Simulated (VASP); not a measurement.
# Zn2B3 (Pmmn) in VASP: single point with PBE

Aim: the single point of Zn2B3 with PBE.

Everything below comes from runs of VASP 6.6.1. Logs are shortened: lines on timing, memory, paths and dates and some standing lists are left out, and cuts for length are marked.

### Step 1. The cell of the first run

It takes space group Pmmn (No. 59, orthorhombic). The conventional cell has a = 4.798 Å, b = 6.558 Å, c = 3.581 Å, α = 90.00°, β = 90.00°, γ = 90.00°. Zn (site symmetry m) has 7 B at 2.10 to 2.59 Å and 3 Zn at 2.67 to 2.70 Å within 2.8 Å. Within 2.1 Å of B (site symmetry m) lie 2 B at 1.60 to 1.62 Å. Within 2.2 Å of B (site symmetry mm2) lie 2 B at 1.60 Å and 2 Zn at 2.10 Å.

The cell was built from a structure type or drawn by symmetry, and may not be a known phase.

### Step 2. Single point, PBE

INCAR reads:

```
SYSTEM = Zn2B3
  PREC = Accurate
  ENCUT = 500
  EDIFF = 1E-6
  ISMEAR = 0
  SIGMA = 0.1
  LREAL = .FALSE.
  LASPH = .TRUE.
  NELM = 120
  ALGO = Normal
  ISIF = 2
  LWAVE = .FALSE.
  LCHARG = .FALSE.
  GGA = PE
  NBANDS = 44
  GGA_COMPAT = .FALSE.
```

KPOINTS reads:

```
Automatic mesh
0
G
  4 4 6
  0 0 0
```

POSCAR reads:

```
Zn2B3
1.0
    4.7977365473      0.0000000000      0.0000000000
    0.0000000000      6.5581520767      0.0000000000
    0.0000000000      0.0000000000      3.5807354721
Zn B
4 6
Direct
    0.0000000000      0.2038166294      0.3507196896
    0.0000000000      0.7961833706      0.3507196896
    0.5000000000      0.2961833706      0.6492803104
    0.5000000000      0.7038166294      0.6492803104
    0.8307286077      0.0000000000      0.8304309956
    0.1692713923      0.0000000000      0.8304309956
    0.3307286077      0.5000000000      0.1695690044
    0.6692713923      0.5000000000      0.1695690044
    0.5000000000      0.0000000000      0.8757437355
    0.0000000000      0.5000000000      0.1242562645
```

Potentials or basis: VASP PAW PBE potentials, release 64 (Zn, B).

Command:

```sh
$ cat potpaw_PBE.64/Zn/POTCAR potpaw_PBE.64/B/POTCAR > POTCAR
$ mpirun -np 1 vasp_std > vasp.out
```

OUTCAR:

```text
SYSTEM = Zn2B3
   PREC = Accurate
   ENCUT = 500
   EDIFF = 1E-6
   ISMEAR = 0
   LREAL = .FALSE.
   LASPH = .TRUE.
   NELM = 120
   ISIF = 2
   GGA = PE

 ion  position               nearest neighbor table
   1  0.000  0.204  0.351-  10 2.10   6 2.32   5 2.32   5 2.43   6 2.43   8 2.59   7 2.59   2 2.67
                             3 2.70   3 2.70
   2  0.000  0.796  0.351-  10 2.10   6 2.32   5 2.32   5 2.43   6 2.43   8 2.59   7 2.59   1 2.67
                             4 2.70   4 2.70
   3  0.500  0.296  0.649-   9 2.10   8 2.32   7 2.32   8 2.43   7 2.43   6 2.59   5 2.59   4 2.67
                             1 2.70   1 2.70
   4  0.500  0.704  0.649-   9 2.10   8 2.32   7 2.32   8 2.43   7 2.43   6 2.59   5 2.59   3 2.67
                             2 2.70   2 2.70
   5  0.831  0.000  0.830-   9 1.60   6 1.62   1 2.32   2 2.32   1 2.43   2 2.43   3 2.59   4 2.59

   6  0.169  0.000  0.830-   9 1.60   5 1.62   1 2.32   2 2.32   1 2.43   2 2.43   3 2.59   4 2.59

   7  0.331  0.500  0.170-  10 1.60   8 1.62   3 2.32   4 2.32   3 2.43   4 2.43   1 2.59   2 2.59

   8  0.669  0.500  0.170-  10 1.60   7 1.62   3 2.32   4 2.32   3 2.43   4 2.43   1 2.59   2 2.59

   9  0.500  0.000  0.876-   5 1.60   6 1.60   3 2.10   4 2.10
  10  0.000  0.500  0.124-   7 1.60   8 1.60   1 2.10   2 2.10

  LATTYP: Found a simple orthorhombic cell.
 ALAT       =     3.5807354721
 B/A-ratio  =     1.3398746109
 C/A-ratio  =     1.8315097912

  Lattice vectors:

 A1 = (   0.0000000000,   0.0000000000,   3.5807354721)
 A2 = (   4.7977365473,   0.0000000000,   0.0000000000)
 A3 = (   0.0000000000,   6.5581520767,   0.0000000000)

Analysis of symmetry for initial positions (statically):
=====================================================================
 Subroutine PRICEL returns:
 Original cell was already a primitive cell.

 Routine SETGRP: Setting up the symmetry group for a
 simple orthorhombic supercell.

 Subroutine GETGRP returns: Found  8 space group operations
 (whereof  4 operations were pure point group operations)
 out of a pool of  8 trial point group operations.

The static configuration has the point symmetry C_2v.
 The point group associated with its full space group is D_2h.

Analysis of symmetry for dynamics (positions and initial velocities):
=====================================================================
 Subroutine PRICEL returns:
 Original cell was already a primitive cell.

 Routine SETGRP: Setting up the symmetry group for a
 simple orthorhombic supercell.

 Subroutine GETGRP returns: Found  8 space group operations
 (whereof  4 operations were pure point group operations)
 out of a pool of  8 trial point group operations.

The dynamic configuration has the point symmetry C_2v.
 The point group associated with its full space group is D_2h.

 Subroutine INISYM returns: Found  8 space group operations
 (whereof  4 operations are pure point group operations),
 and found     1 'primitive' translations

----------------------------------------------------------------------------------------

                                     Primitive cell

  volume of cell :     112.6653

  direct lattice vectors                    reciprocal lattice vectors
     4.797736547  0.000000000  0.000000000     0.208431620  0.000000000  0.000000000
     0.000000000  6.558152077  0.000000000     0.000000000  0.152481978  0.000000000
     0.000000000  0.000000000  3.580735472     0.000000000  0.000000000  0.279272235

  length of vectors
     4.797736547  6.558152077  3.580735472     0.208431620  0.152481978  0.279272235

  position of ions in fractional coordinates (direct lattice)
     0.000000000  0.203816629  0.350719690
     0.000000000  0.796183371  0.350719690
     0.500000000  0.296183371  0.649280310
     0.500000000  0.703816629  0.649280310
     0.830728608  0.000000000  0.830430996
     0.169271392  0.000000000  0.830430996
     0.330728608  0.500000000  0.169569004
     0.669271392  0.500000000  0.169569004
     0.500000000  0.000000000  0.875743736
     0.000000000  0.500000000  0.124256264

  ion indices of the primitive-cell ions
   primitive index   ion index
                 1           1
                 2           2
                 3           3
                 4           4
                 5           5
                 6           6
                 7           7
                 8           8
                 9           9
                10          10

----------------------------------------------------------------------------------------

 KPOINTS: Automatic mesh

Automatic generation of k-mesh.
 Grid dimensions read from file:
 generate k-points for:    4    4    6

 Generating k-lattice:

  Cartesian coordinates                     Fractional coordinates (reciprocal lattice)
     0.052107905  0.000000000  0.000000000     0.250000000  0.000000000  0.000000000
     0.000000000  0.038120494  0.000000000     0.000000000  0.250000000  0.000000000
     0.000000000  0.000000000  0.046545373     0.000000000  0.000000000  0.166666667

  Length of vectors
     0.052107905  0.038120494  0.046545373

  Shift w.r.t. Gamma in fractional coordinates (k-lattice)
     0.000000000  0.000000000  0.000000000

 Subroutine IBZKPT returns following result:
 ===========================================

 Found     36 irreducible k-points:

 Following reciprocal coordinates:
            Coordinates               Weight
  0.000000  0.000000  0.000000      1.000000
  0.250000  0.000000  0.000000      2.000000
  0.500000  0.000000  0.000000      1.000000
  0.000000  0.250000  0.000000      2.000000
  0.250000  0.250000  0.000000      4.000000
  0.500000  0.250000  0.000000      2.000000
[... 16 lines left out ...]
  0.250000  0.250000  0.333333      8.000000
  0.500000  0.250000  0.333333      4.000000
 [... further k-points ...]
   k-points           NKPTS =     36   k-points in BZ     NKDIM =     36   number of bands    NBANDS=     44
   number of dos      NEDOS =    301   number of ions     NIONS =     10
   total plane-waves  NPLWV =  48384
   dimension x,y,z NGX =    36 NGY =   48 NGZ =   28
   dimension x,y,z NGXF=    72 NGYF=   96 NGZF=   56
   ions per type =               4   6
   NGX,Y,Z   is equivalent  to a cutoff of  12.47, 12.17, 13.00 a.u.
   NGXF,Y,Z  is equivalent  to a cutoff of  24.95, 24.34, 26.00 a.u.
 SYSTEM =  Zn2B3
   PREC   = accura    normal or accurate (medium, high low for compatibility)
   ISTART =      0    job   : 0-new  1-cont  2-samecut
   ICHARG =      2    charge: 1-file 2-atom 10-const
   ISPIN  =      1    spin polarized calculation?
   LNONCOLLINEAR =      F non collinear calculations
   LSORBIT =      F    spin-orbit coupling
   LASPH  =      T    aspherical Exc in radial PAW
   ENCUT  =  500.0 eV  36.75 Ry    6.06 a.u.   8.75 11.96  6.53*2*pi/ulx,y,z
   NELM   =    120;   NELMIN=  2; NELMDL= -5     # of ELM steps
   EDIFF  = 0.1E-05   stopping-criterion for ELM
   LREAL  =      F    real-space projection
   EDIFFG = 0.1E-04   stopping-criterion for IOM
   NSW    =      0    number of steps for IOM
   IBRION =     -1    ionic relax: 0-MD 1-quasi-New 2-CG
   NFREE  =      0    steps in history (QN), initial steepest desc. (CG)
   ISIF   =      2    stress and relaxation
   ISYM   =      2    0-nonsym 1-usesym 2-fastsym
   POTIM  = 0.5000    time-step for ionic-motion
   TEBEG  =    0.0;   TEEND  =   0.0 temperature during run
   PSTRESS=    0.0 pullay stress
   NELECT =      66.0000    total number of electrons
   NUPDOWN=      -1.0000    fix difference up-down
   EMIN   =  10.00;   EMAX   =-10.00  energy-range for DOS
   EFERMI =   0.00;   METHOD = LEGACY
   ISMEAR =     0;   SIGMA  =   0.10  broadening in eV -4-tet -1-fermi 0-gaus
   EFERMI_NEDOS =   21; number of points for ismear=-14 and -15
   IALGO  =     38    algorithm
   IMIX   =      4    mixing-type and parameters
     AMIX     =   0.40;   BMIX     =  1.00
     AMIX_MAG =   1.60;   BMIX_MAG =  1.00
  volume/ion in A,a.u.               =      11.27        76.03
  Fermi-wavevector in a.u.,A,eV,Ry     =   1.369807  2.588560 25.529587  1.876372
  Thomas-Fermi vector in A             =   2.495650
   LORBIT       =      0    0 simple, 1 ext, 2 COOP (PROOUT), +10 PAW based schemes
   GGA     = PE    functional components
   LHFCALC =     F    Hartree Fock is set to
   AEXX    =    0.0000 exact exchange contribution
   IVDW    =     0    specifies the selected vdW correction
   LEPSILON=     F    determine dielectric tensor
   LRPA    =     F    only Hartree local field effects (RPA)
 non-spin polarized calculation
 Gauss-broadening in eV      SIGMA  =   0.10
  energy-cutoff  :      500.00
  volume of cell :      112.67
 maximum number of plane-waves:      2892
 NGX is ok and might be reduce to    36
   NGX = 17   NGY = 23   NGZ = 13

 number of electron      66.0000088 magnetization

 Free energy of the ion-electron system (eV)
  ---------------------------------------------------
  ext. energy  EPLUGINS =         0.00000000
  ---------------------------------------------------
  free energy    TOTEN  =       -40.08700315 eV

  energy without entropy =      -40.07102507  energy(sigma->0) =      -40.07901411

 E-fermi :   3.9030     XC(G=0): -11.1866

 val. band max:        3.8564822145   @ k =   0.0000   0.2500   0.5000
 cond. band min:       3.9252674721   @ k =   0.0000   0.5000   0.3333
 fundamental gap:      0.0687852576
 Fermi energy:         3.9029679832

 k-point     1 :       0.0000    0.0000    0.0000
  band No.  band energies     occupation
      1      -8.9345      2.00000
      2      -7.1616      2.00000
      3      -5.3909      2.00000
      4      -4.8219      2.00000
      5      -4.6498      2.00000
      6      -4.3830      2.00000
[... 36 lines left out ...]
     43       8.5460      0.00000
     44       8.7944      0.00000

 k-point     2 :       0.2500    0.0000    0.0000
  band No.  band energies     occupation
      1      -8.6256      2.00000
      2      -7.0417      2.00000
      3      -6.1767      2.00000
      4      -5.3459      2.00000
      5      -4.4124      2.00000
      6      -4.2043      2.00000
[... 1026 lines left out ...]
 k-point    24 :       0.5000    0.2500    0.3333
  band No.  band energies     occupation
      1      -6.8996      2.00000
      2      -6.8996      2.00000
      3      -6.1699      2.00000
      4      -6.1699      2.00000
      5      -4.2452      2.00000
      6      -4.2452      2.00000
[... 36 lines left out ...]
     43      10.8197      0.00000
     44      10.8199      0.00000

 [... further k-points ...]
[... 5 lines left out ...]
  --------------------------------------------------------------------------------------
  -------------------------------------------------------------------------------------
  Total       -0.1462269      2.6753149      0.4108187      0.0000000      0.0000000      0.0000000
  in kB       -2.0794471     38.0448062      5.8421224      0.0000000      0.0000000      0.0000000
  external PRESSURE =      13.9358272 kB  Pullay stress =       0.0000000 kB

 VOLUME and BASIS-vectors are now :
 -----------------------------------------------------------------------------
  energy-cutoff  :      500.00
  volume of cell :      112.67
      direct lattice vectors                 reciprocal lattice vectors
     4.797736547  0.000000000  0.000000000     0.208431620  0.000000000  0.000000000
     0.000000000  6.558152077  0.000000000     0.000000000  0.152481978  0.000000000
     0.000000000  0.000000000  3.580735472     0.000000000  0.000000000  0.279272235

 POSITION                                       TOTAL-FORCE (eV/Angst)
 -----------------------------------------------------------------------------------
      0.00000      1.33666      1.25583         0.000000     -0.070328      0.012137
      0.00000      5.22149      1.25583         0.000000      0.070328      0.012137
      2.39887      1.94242      2.32490         0.000000      0.070328     -0.012137
      2.39887      4.61574      2.32490         0.000000     -0.070328     -0.012137
      3.98562      0.00000      2.97355        -0.032168     -0.000000      0.004658
      0.81212      0.00000      2.97355         0.032168     -0.000000      0.004658
      1.58675      3.27908      0.60718        -0.032168     -0.000000     -0.004658
      3.21099      3.27908      0.60718         0.032168     -0.000000     -0.004658
      2.39887      0.00000      3.13581         0.000000     -0.000000     -0.003615
      0.00000      3.27908      0.44493         0.000000     -0.000000      0.003615
 -----------------------------------------------------------------------------------
    total drift:                                0.000000      0.000000     -0.000000

  FREE ENERGIE OF THE ION-ELECTRON SYSTEM (eV)
  ---------------------------------------------------
  free  energy   TOTEN  =       -40.0870031529 eV

  energy  without entropy=      -40.0710250701  energy(sigma->0) =      -40.07901411
```

Wall time 94 s (1 thread of AMD EPYC 9R45 (Zen 5), shared host); peak memory 0.25 GiB.

What came out:

```yaml
Free_energy: -40.0870 eV
Pressure: 1.4 GPa
Largest_force: 0.071 eV/Å
Band_gap_on_the_k_mesh: zero (bands 33 and 34 overlap by 4.81 eV)
```

Forces in eV/Å, atoms in the order of the input:
```
Zn   0.000 -0.070  0.012
Zn   0.000  0.070  0.012
Zn   0.000  0.070 -0.012
Zn   0.000 -0.070 -0.012
B   -0.032  0.000  0.005
B    0.032  0.000  0.005
B   -0.032  0.000 -0.005
B    0.032  0.000 -0.005
B    0.000  0.000 -0.004
B    0.000  0.000  0.004
```
